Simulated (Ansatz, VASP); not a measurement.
## MgO in VASP and in Ansatz

Contents of INCAR:

```
PREC     = Accurate       # precision mode
ENCUT    = 520            # plane-wave cutoff, eV
EDIFF    = 1E-6           # SCF threshold, eV
ISMEAR   = 0              # smearing method
SIGMA    = 0.05           # smearing width, eV
LREAL    = F              # projectors in reciprocal space
LASPH    = T              # aspherical terms in the spheres
NELM     = 60             # most SCF steps
ALGO     = Normal         # electronic algorithm
ISIF     = 2              # what is computed and relaxed
LWAVE    = F              # write WAVECAR
LCHARG   = T              # write CHGCAR
GGA      = PS             # functional
LELF     = T              # ELF
LVHAR    = T            
NBANDS   = 16             # bands
```

The input KPOINTS:

```
regular mesh
0
Gamma
  9 9 6
```

POSCAR

```
MgO
1.0
    3.0722000000      0.0000000000      0.0000000000
   -1.5361000000      2.6606032455      0.0000000000
    0.0000000000      0.0000000000      5.2202000000
Mg O
2 2
Direct
    0.3333333333      0.6666666667      0.0036583380
    0.6666666667      0.3333333333      0.5036583380
    0.3333333333      0.6666666667      0.4009416620
    0.6666666667      0.3333333333      0.9009416620
```

Input for Ansatz:

```yaml
crystal:
  lattice:
    - [3.0722, 0.0, 0.0]
    - [-1.5361, 2.6606032455, 0.0]
    - [0.0, 0.0, 5.2202]
  atoms:
    - { symbol: Mg, position: [0.3333333333, 0.6666666667, 0.003658338] }
    - { symbol: Mg, position: [0.6666666667, 0.3333333333, 0.503658338] }
    - { symbol: O, position: [0.3333333333, 0.6666666667, 0.400941662] }
    - { symbol: O, position: [0.6666666667, 0.3333333333, 0.900941662] }
basis:
  ecutwfc: 520.0
kpoints:
  mp_grid: { grid: [9, 9, 6] }
hamiltonian:
  xc: pbesol
  pseudopotentials: { kind: paw, azcp: { folder: soft_1 } }
scf:
  occupations: { method: gaussian, width: 0.05 }
output:
  forces: true
  stress: true
  eigenvalues: true
```

Alike in both runs: task single point; functional PBEsol; k mesh 9 × 9 × 6; occupations gaussian, width 0.05 eV; no spin polarisation.

```csv
,VASP,Ansatz
version,VASP 6.6.1,Ansatz 0.2.0
potentials or method,"VASP PAW PBE potentials, release 64 (Mg, O), cutoff 520 eV","scalar-relativistic, plane waves, PAW"
valence electrons in the cell,16,32
```

|  | VASP | Ansatz | Ansatz less VASP |
| --- | --- | --- | --- |
| gap on the k mesh at the Fermi level (eV) | 4.17 | 4.17 | -0.002 |
| least direct gap on the mesh (eV) | 4.17 | 4.17 | -0.002 |
| pressure (GPa) | 20.3 | 20.1 | -0.19 |
| traceless stress, the component that is largest in VASP (GPa) | -21.17 | -20.70 | +0.470 |
| rms of the force components (eV/Å) | 0.719 | 0.701 | -0.0182 |

VASP's potentials were made for PBE, not for PBEsol, and Ansatz warns of the same on its side. Atom by atom the forces differ by 0.018 eV/Å (rms over components). VASP's potentials hold 16 valence electrons a cell and Ansatz's 32, so a difference there can come from the potentials and not from the codes.
